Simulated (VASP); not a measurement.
Write the native input for VASP 6.6.1 that does the following.

- Task: single point
- Functional: PBEsol
- Potentials or basis: VASP PAW PBE potentials, release 64 (Si)
- Cutoff: 500 eV
- k mesh: 10 × 10 × 10
- Occupations: gaussian, width 0.1 eV
- Spin: no spin polarisation
- Dipole correction: no
- Further INCAR settings: ALGO = Normal; EDIFF = 1e-06; NBANDS = 8

The structure of Si lies in POSCAR:

```
Si
1.0
   -1.5266162065      1.5266162065      1.5266162065
    1.5266162065     -1.5266162065      1.5266162065
    1.5266162065      1.5266162065     -1.5266162065
Si
1
Direct
    0.0000000000      0.0000000000      0.0000000000
```

This isn't the form of Si at room conditions, which is diamond.

The input as run:

INCAR

```
PREC = Accurate ; ENCUT = 500
EDIFF = 1E-6 ; ISMEAR = 0
SIGMA = 0.1 ; LREAL = F
LASPH = T ; NELM = 120
ALGO = Normal ; ISIF = 2
LWAVE = F ; LCHARG = F
GGA = PS ; NBANDS = 8
GGA_COMPAT = F
```

KPOINTS

```
Automatic mesh
0
Gamma
  10 10 10
```

Potentials or basis: VASP PAW PBE potentials, release 64 (Si).

The run is started by

```bash
$ cat potpaw_PBE.64/Si/POTCAR > POTCAR
$ mpirun -np 1 vasp_std > vasp.out
```

It gave:

- Pressure: 0.2 GPa
- Band gap on the k mesh: zero (bands 2 and 3 overlap by 15.75 eV)

Caveat: the PAW data sets were made with another functional, which shifts forces and pressure a little.

It took 5.1 s on 1 thread of Intel(R) Xeon(R) Platinum 8488C (Sapphire Rapids) (shared host), peak memory 0.11 GiB.
